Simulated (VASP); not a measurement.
A run of VASP 6.6.1 is set up as follows.

INCAR

```
SYSTEM = La
PREC = Accurate
ENCUT = 520
EDIFF = 1E-6
ISMEAR = -1
SIGMA = 0.05
LREAL = .FALSE.
LASPH = .TRUE.
NELM = 150
ALGO = Normal
ISIF = 2
LWAVE = .FALSE.
LCHARG = .FALSE.
ISPIN = 2
MAGMOM = 1
LORBIT = 11
LMAXMIX = 6
GGA = PE
NBANDS = 16
```

The input KPOINTS:

```
Automatic mesh
0
G
  17 17 17
  0 0 0
```

POSCAR

```
La
1.0
    0.0000000000      2.6529044037      2.6529044037
    2.6529044037      0.0000000000      2.6529044037
    2.6529044037      2.6529044037      0.0000000000
La
1
Direct
    0.0000000000      0.0000000000      0.0000000000
```

Potentials or basis: VASP PAW PBE potentials, release 64 (La).

Command:

```console
$ cat potpaw_PBE.64/La/POTCAR > POTCAR
$ mpirun -np 1 vasp_std > vasp.out
```

**Question.** Estimate the net moment.

**Answer.** 0.00 μB per cell.

**Question.** What does it give for the pressure?

**Answer.** -0.3 GPa.
